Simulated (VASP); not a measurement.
Sr, 1 atom in the cell. Symmetry: I4/mmm, No. 139, tetragonal system. Conventional cell: a = 4.987 Å, b = 4.987 Å, c = 4.588 Å, α = 90.00°, β = 90.00°, γ = 90.00°. Sr (site symmetry 4/mmm) has 14 Sr at 4.21 to 4.99 Å within 5.5 Å.  This cell differs from its parent crystal: ratio of the length along z to the lengths across it x 0.92, volume and fractional coordinates fixed.

- Program: VASP 6.6.1
- Task: single point
- Functional: r2SCAN
- Potentials or basis: VASP PAW PBE potentials, release 64 (Sr_sv)
- Cutoff: 520 eV
- k mesh: 16 × 16 × 16
- Occupations: gaussian, width 0.15 eV
- Spin: no spin polarisation
- Dipole correction: no
- Further INCAR settings: ALGO = Normal; EDIFF = 1e-06; NBANDS = 11

Potentials or basis: VASP PAW PBE potentials, release 64 (Sr_sv).

The run is started by

```bash
$ cat potpaw_PBE.64/Sr_sv/POTCAR > POTCAR
$ cp INCAR.step1 INCAR
$ mpirun -np 1 vasp_std > vasp.out
$ cp INCAR.step2 INCAR
$ mpirun -np 1 vasp_std > vasp.out
```

Hardware: 1 thread of Intel(R) Xeon(R) Platinum 8259CL CPU @ 2.50GHz (Skylake/Cascade Lake), with other jobs on the host.

Task: Estimate the wall time of this run.

Result: Run time: 6 min on 1 thread of Intel(R) Xeon(R) Platinum 8259CL CPU @ 2.50GHz (Skylake/Cascade Lake) (shared host), peak memory 0.35 GiB. Counts: k points 349.
